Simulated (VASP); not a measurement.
# Cs (Fd-3m) in VASP: notebook, part 2 of 3

VASP 6.6.1. The steps go on from the part before.

### Step 3. Single point, LDA (136.00 Å³/atom)

Contents of INCAR:

```
SYSTEM = Cs
  ALGO = Normal
  EDIFF = 1E-6
  ENCUT = 520
  GGA = CA
  ISIF = 2
  ISMEAR = -1
  LASPH = .TRUE.
  LCHARG = .FALSE.
  LREAL = .FALSE.
  LWAVE = .FALSE.
  NBANDS = 16
  NELM = 80
  PREC = Accurate
  SIGMA = 0.08
```

Contents of KPOINTS:

```
k-points
0
G
  7 7 7
  0 0 0
```

Contents of POSCAR:

```
Cs
1.0
    0.0000000000      5.1425242447      5.1425242447
    5.1425242447      0.0000000000      5.1425242447
    5.1425242447      5.1425242447      0.0000000000
Cs
2
Direct
   -0.1250000000     -0.1250000000     -0.1250000000
    0.1250000000      0.1250000000      0.1250000000
```

Potentials or basis: VASP PAW LDA potentials, release 64 (Cs_sv).

Launch:

```bash
$ cat potpaw_LDA.64/Cs_sv/POTCAR > POTCAR
$ mpirun -np 1 vasp_std > vasp.out
```

OUTCAR:

```text
SYSTEM = Cs
   EDIFF = 1E-6
   ENCUT = 520
   GGA = CA
   ISIF = 2
   ISMEAR = -1
   LASPH = .TRUE.
   LREAL = .FALSE.
   NELM = 80
   PREC = Accurate

 ion  position               nearest neighbor table
   1  0.875  0.875  0.875-
   2  0.125  0.125  0.125-

  LATTYP: Found a face centered cubic cell.
 ALAT       =    10.2850484894

  Lattice vectors:

 A1 = (   0.0000000000,   5.1425242447,   5.1425242447)
 A2 = (   5.1425242447,   0.0000000000,   5.1425242447)
 A3 = (   5.1425242447,   5.1425242447,   0.0000000000)

Analysis of symmetry for initial positions (statically):
=====================================================================
 Subroutine PRICEL returns:
 Original cell was already a primitive cell.

 Routine SETGRP: Setting up the symmetry group for a
 face centered cubic supercell.

 Subroutine GETGRP returns: Found 48 space group operations
 (whereof 12 operations were pure point group operations)
 out of a pool of 48 trial point group operations.

The static configuration has the point symmetry D_3d.
 The point group associated with its full space group is O_h .

Analysis of symmetry for dynamics (positions and initial velocities):
=====================================================================
 Subroutine PRICEL returns:
 Original cell was already a primitive cell.

 Routine SETGRP: Setting up the symmetry group for a
 face centered cubic supercell.

 Subroutine GETGRP returns: Found 48 space group operations
 (whereof 12 operations were pure point group operations)
 out of a pool of 48 trial point group operations.

The dynamic configuration has the point symmetry D_3d.
 The point group associated with its full space group is O_h .

 Subroutine INISYM returns: Found 48 space group operations
 (whereof 12 operations are pure point group operations),
 and found     1 'primitive' translations

----------------------------------------------------------------------------------------

                                     Primitive cell

  volume of cell :     271.9938

  direct lattice vectors                    reciprocal lattice vectors
     0.000000000  5.142524245  5.142524245    -0.097228516  0.097228516  0.097228516
     5.142524245  0.000000000  5.142524245     0.097228516 -0.097228516  0.097228516
     5.142524245  5.142524245  0.000000000     0.097228516  0.097228516 -0.097228516

  length of vectors
     7.272627532  7.272627532  7.272627532     0.168404729  0.168404729  0.168404729

  position of ions in fractional coordinates (direct lattice)
     0.875000000  0.875000000  0.875000000
     0.125000000  0.125000000  0.125000000

  ion indices of the primitive-cell ions
   primitive index   ion index
                 1           1
                 2           2

----------------------------------------------------------------------------------------

 KPOINTS: k-points

Automatic generation of k-mesh.
 Grid dimensions read from file:
 generate k-points for:    7    7    7

 Generating k-lattice:

  Cartesian coordinates                     Fractional coordinates (reciprocal lattice)
    -0.013889788  0.013889788  0.013889788     0.142857143  0.000000000  0.000000000
     0.013889788 -0.013889788  0.013889788     0.000000000  0.142857143  0.000000000
     0.013889788  0.013889788 -0.013889788     0.000000000  0.000000000  0.142857143

  Length of vectors
     0.024057818  0.024057818  0.024057818

  Shift w.r.t. Gamma in fractional coordinates (k-lattice)
     0.000000000  0.000000000  0.000000000

 Subroutine IBZKPT returns following result:
 ===========================================

 Found     20 irreducible k-points:

 Following reciprocal coordinates:
            Coordinates               Weight
  0.000000  0.000000  0.000000      1.000000
  0.142857  0.000000  0.000000      8.000000
  0.285714  0.000000  0.000000      8.000000
  0.428571  0.000000  0.000000      8.000000
  0.142857  0.142857  0.000000      6.000000
  0.285714  0.142857  0.000000     24.000000
[... 12 lines left out ...]
 -0.428571  0.428571  0.142857     24.000000
 -0.285714  0.428571  0.142857     24.000000
   k-points           NKPTS =     20   k-points in BZ     NKDIM =     20   number of bands    NBANDS=     16
   number of dos      NEDOS =    301   number of ions     NIONS =      2
   total plane-waves  NPLWV = 157464
   dimension x,y,z NGX =    54 NGY =   54 NGZ =   54
   dimension x,y,z NGXF=   108 NGYF=  108 NGZF=  108
   ions per type =               2
   NGX,Y,Z   is equivalent  to a cutoff of  12.34, 12.34, 12.34 a.u.
   NGXF,Y,Z  is equivalent  to a cutoff of  24.69, 24.69, 24.69 a.u.
 SYSTEM =  Cs
   PREC   = accura    normal or accurate (medium, high low for compatibility)
   ISTART =      0    job   : 0-new  1-cont  2-samecut
   ICHARG =      2    charge: 1-file 2-atom 10-const
   ISPIN  =      1    spin polarized calculation?
   LNONCOLLINEAR =      F non collinear calculations
   LSORBIT =      F    spin-orbit coupling
   LASPH  =      T    aspherical Exc in radial PAW
   ENCUT  =  520.0 eV  38.22 Ry    6.18 a.u.  13.52 13.52 13.52*2*pi/ulx,y,z
   NELM   =     80;   NELMIN=  2; NELMDL= -5     # of ELM steps
   EDIFF  = 0.1E-05   stopping-criterion for ELM
   LREAL  =      F    real-space projection
   EDIFFG = 0.1E-04   stopping-criterion for IOM
   NSW    =      0    number of steps for IOM
   IBRION =     -1    ionic relax: 0-MD 1-quasi-New 2-CG
   NFREE  =      0    steps in history (QN), initial steepest desc. (CG)
   ISIF   =      2    stress and relaxation
   ISYM   =      2    0-nonsym 1-usesym 2-fastsym
   POTIM  = 0.5000    time-step for ionic-motion
   TEBEG  =    0.0;   TEEND  =   0.0 temperature during run
   PSTRESS=    0.0 pullay stress
   NELECT =      18.0000    total number of electrons
   NUPDOWN=      -1.0000    fix difference up-down
   EMIN   =  10.00;   EMAX   =-10.00  energy-range for DOS
   EFERMI =   0.00;   METHOD = LEGACY
   ISMEAR =    -1;   SIGMA  =   0.08  broadening in eV -4-tet -1-fermi 0-gaus
   EFERMI_NEDOS =   21; number of points for ismear=-14 and -15
   IALGO  =     38    algorithm
   IMIX   =      4    mixing-type and parameters
     AMIX     =   0.40;   BMIX     =  1.00
     AMIX_MAG =   1.60;   BMIX_MAG =  1.00
  volume/ion in A,a.u.               =     136.00       917.75
  Fermi-wavevector in a.u.,A,eV,Ry     =   0.662185  1.251348  5.966004  0.438489
  Thomas-Fermi vector in A             =   1.735176
   LORBIT       =      0    0 simple, 1 ext, 2 COOP (PROOUT), +10 PAW based schemes
   GGA     = CA    functional components
   LHFCALC =     F    Hartree Fock is set to
   AEXX    =    0.0000 exact exchange contribution
   IVDW    =     0    specifies the selected vdW correction
   LEPSILON=     F    determine dielectric tensor
   LRPA    =     F    only Hartree local field effects (RPA)
 non-spin polarized calculation
  energy-cutoff  :      520.00
  volume of cell :      271.99
 maximum number of plane-waves:      7391
 NGX is ok and might be reduce to    54
   NGX = 27   NGY = 27   NGZ = 27

 number of electron      18.0000000 magnetization

 Free energy of the ion-electron system (eV)
  ---------------------------------------------------
  ext. energy  EPLUGINS =         0.00000000
  ---------------------------------------------------
  free energy    TOTEN  =        -1.42018920 eV

  energy without entropy =       -1.37615960  energy(sigma->0) =       -1.39817440

 E-fermi :   0.0604     XC(G=0):  -5.0331

 val. band max:        0.0312476900   @ k =  -0.2857   0.4286   0.1429
 cond. band min:       0.1278718301   @ k =  -0.4286   0.4286   0.0000
 fundamental gap:      0.0966241402
 Fermi energy:         0.0604115240

 k-point     1 :       0.0000    0.0000    0.0000
  band No.  band energies     occupation
      1     -24.2620      2.00000
      2     -24.2042      2.00000
      3     -11.1598      2.00000
      4     -11.1598      2.00000
      5     -11.1598      2.00000
      6     -10.9293      2.00000
[... 8 lines left out ...]
     15       1.9467      0.00000
     16       1.9467      0.00000
[... 343 lines left out ...]
 k-point    20 :      -0.2857    0.4286    0.1429
  band No.  band energies     occupation
      1     -24.2372      2.00000
      2     -24.2291      2.00000
      3     -11.2165      2.00000
      4     -11.2069      2.00000
      5     -11.0728      2.00000
      6     -11.0231      2.00000
[... 8 lines left out ...]
     15       1.8846      0.00000
     16       1.9115      0.00000

------------------------ aborting loop because EDIFF is reached ----------------------------------------

  FORCE on cell =-STRESS in cart. coord.  units (eV):
  Direction    XX          YY          ZZ          XY          YZ          ZX
  --------------------------------------------------------------------------------------
  -------------------------------------------------------------------------------------
  Total        0.2256387      0.2256387      0.2256387      0.0000000      0.0000000      0.0000000
  in kB        1.3291229      1.3291229      1.3291229      0.0000000      0.0000000      0.0000000
  external PRESSURE =       1.3291229 kB  Pullay stress =       0.0000000 kB

 VOLUME and BASIS-vectors are now :
 -----------------------------------------------------------------------------
  energy-cutoff  :      520.00
  volume of cell :      271.99
      direct lattice vectors                 reciprocal lattice vectors
     0.000000000  5.142524245  5.142524245    -0.097228516  0.097228516  0.097228516
     5.142524245  0.000000000  5.142524245     0.097228516 -0.097228516  0.097228516
     5.142524245  5.142524245  0.000000000     0.097228516  0.097228516 -0.097228516

 POSITION                                       TOTAL-FORCE (eV/Angst)
 -----------------------------------------------------------------------------------
      8.99942      8.99942      8.99942         0.000000     -0.000000     -0.000000
      1.28563      1.28563      1.28563        -0.000000      0.000000      0.000000
 -----------------------------------------------------------------------------------
    total drift:                               -0.000000     -0.000000     -0.000000

  FREE ENERGIE OF THE ION-ELECTRON SYSTEM (eV)
  ---------------------------------------------------
  free  energy   TOTEN  =        -1.4201891979 eV

  energy  without entropy=       -1.3761595963  energy(sigma->0) =       -1.39817440
```

stdout:

```text
POSCAR found type information on POSCAR Cs
 POSCAR found :  1 types and       2 ions
 scaLAPACK will be used
 LDA part: xc-table for (Slater(with rela. corr.)+CA(PZ))
 , standard interpolation
 POSCAR, INCAR and KPOINTS ok, starting setup
 FFT: planning ... GRIDC
 FFT: planning ... GRID_SOFT
 FFT: planning ... GRID
 WAVECAR not read
 entering main loop
```

It took 43 s on 1 thread of Intel Xeon 6975P-C (Granite Rapids), shared host; peak memory 0.32 GiB.

Results:

- Free energy: -1.4202 eV
- Pressure: 0.1 GPa

Levels at points of the mesh, in eV from the Fermi level:
```
           k point  band 5  band 6  band 7  band 8  band 9  band 10  band 11  band 12  band 13  band 14
(0.00, 0.00, 0.00)  -11.22  -10.99  -10.99  -10.99   -1.62     1.17     1.17     1.38     1.38     1.38
```

Caveat: spin-orbit coupling is left out, which moves the levels of the heavy elements.

[end of part 2 of 3]
